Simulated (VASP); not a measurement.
Write the native input for VASP 6.6.1 that does the following.

| Property | Result |
| --- | --- |
| Task | single point |
| Functional | revPBE |
| Dispersion | D4 |
| Potentials or basis | VASP PAW PBE potentials, release 64 (Ta_pv, N) |
| Cutoff | 520 eV |
| k mesh | 10 × 10 × 10 |
| Occupations | fermi-dirac, width 0.05 eV |
| Spin | no spin polarisation |
| Dipole correction | no |
| Further INCAR settings | ALGO = Normal; EDIFF = 1e-07; NBANDS = 15 |

The structure of TaN lies in POSCAR:

```
TaN
1.0
    0.0000000000      2.1929339901      2.1929339901
    2.1929339901      0.0000000000      2.1929339901
    2.1929339901      2.1929339901      0.0000000000
Ta N
1 1
Direct
    0.5000000000      0.5000000000      0.5000000000
    0.0000000000      0.0000000000      0.0000000000
```

One way to write it, as run:

INCAR

```
SYSTEM = TaN
PREC = Accurate
ENCUT = 520
EDIFF = 1E-7
ISMEAR = -1
SIGMA = 0.05
LREAL = .FALSE.
LASPH = .TRUE.
NELM = 100
ALGO = Normal
ISIF = 2
LWAVE = .FALSE.
LCHARG = .FALSE.
GGA = RE
IVDW = 13
NBANDS = 15
```

KPOINTS

```
regular mesh
0
G
  10 10 10
  0 0 0
```

Potentials or basis: VASP PAW PBE potentials, release 64 (Ta_pv, N).

Run with:

```bash
$ cat potpaw_PBE.64/Ta_pv/POTCAR potpaw_PBE.64/N/POTCAR > POTCAR
$ mpirun -np 1 vasp_std > vasp.out
```

It gave:

```
Pressure                   : 0.8 GPa
Band gap on the k mesh     : zero (band 8 reaches 11.64 eV, above the bottom of band 9 at 7.59 eV)
Dispersion energy per atom : -0.562 eV
```

Caveat: the PAW data sets were made with another functional, which shifts forces and pressure a little; spin-orbit coupling is left out, which moves the levels of the heavy elements; pairwise dispersion overbinds metals, which lowers pressure and volume.

Run time: 8.4 s on 1 thread of Intel(R) Xeon(R) Platinum 8488C (Sapphire Rapids), on a shared host, peak memory 0.15 GiB.
